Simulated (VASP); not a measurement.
Nb, 1 atom in the cell. It takes space group Fm-3m (No. 225, cubic). The conventional cell has a = 4.219 Å, b = 4.219 Å, c = 4.219 Å, α = 90.00°, β = 90.00°, γ = 90.00°. Within 3.9 Å of Nb (site symmetry m-3m) lie 12 Nb at 2.98 Å. 

```yaml
Program: VASP 6.6.1
Task: single point
Functional: PBE
Potentials_or_basis: VASP PAW PBE potentials, release 64 (Nb_sv)
Cutoff: 520 eV
k_mesh: 16 × 16 × 16
Occupations: fermi-dirac, width 0.08 eV
Spin: no spin polarisation
Dipole_correction: no
Further_INCAR_settings: ALGO = Normal; EDIFF = 1e-07; NBANDS = 12
```

Potentials or basis: VASP PAW PBE potentials, release 64 (Nb_sv).

Launch:

```sh
$ cat potpaw_PBE.64/Nb_sv/POTCAR > POTCAR
$ mpirun -np 1 vasp_std > vasp.out
```

Hardware: 1 thread of Intel(R) Xeon(R) Platinum 8259CL CPU @ 2.50GHz (Skylake/Cascade Lake) (shared host).

Q: How long does it take, and how much memory?

A: Run time: 22 s on 1 thread of Intel(R) Xeon(R) Platinum 8259CL CPU @ 2.50GHz (Skylake/Cascade Lake) (shared host), peak memory 0.16 GiB. Counts: scf iterations 12, k points 145.
